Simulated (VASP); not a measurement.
Set up this calculation in VASP 6.6.1, as the native input.

```
Task                   : electric field gradients
Functional             : LDA
Potentials or basis    : VASP PAW LDA potentials, release 64 (Cs_sv, I)
Cutoff                 : 400 eV
k mesh                 : 7 × 7 × 7
Occupations            : fermi-dirac, width 0.01 eV
Spin                   : no spin polarisation
Dipole correction      : no
Further INCAR settings : ALGO = Normal; EDIFF = 1e-08; NBANDS = 15
```

The structure of CsI lies in POSCAR:

```
CsI
1.0
    4.5360500832      0.0000000000      0.0000000000
    0.0000000000      4.5360500832      0.0000000000
    0.0000000000      0.0000000000      4.5360500832
Cs I
1 1
Direct
    0.0000000000      0.0000000000      0.0000000000
    0.5000000000      0.5000000000      0.5000000000
```

This cell differs from its parent crystal: volume scaled by 0.98.

The input as run:

INCAR

```
SYSTEM = CsI
  ALGO = Normal
  EDIFF = 1E-8
  ENCUT = 400
  GGA = CA
  GGA_COMPAT = .FALSE.
  ISIF = 2
  ISMEAR = -1
  LASPH = .TRUE.
  LCHARG = .FALSE.
  LEFG = .TRUE.
  LREAL = .FALSE.
  LWAVE = .FALSE.
  NBANDS = 15
  NELM = 120
  PREC = Accurate
  SIGMA = 0.01
```

KPOINTS

```
k-points
0
G
  7 7 7
  0 0 0
```

Potentials or basis: VASP PAW LDA potentials, release 64 (Cs_sv, I).

Command:

```bash
$ cat potpaw_LDA.64/Cs_sv/POTCAR potpaw_LDA.64/I/POTCAR > POTCAR
$ mpirun -np 1 vasp_std > vasp.out
```

Results of the run:

```json
{
  "Pressure": "-1.2 GPa",
  "Band gap on the k mesh": "3.63 eV, indirect (least direct gap 3.69 eV)"
}
```

Caveat: without QUAD_EFG the Cq values of the log hold for a quadrupole moment of 1 mb, not for the nuclei; spin-orbit coupling is left out, which moves the levels of the heavy elements.

It took 13 s on 1 thread of AMD EPYC 7R43 64-Core Processor (Zen 3), with other jobs on the host, peak memory 0.12 GiB.
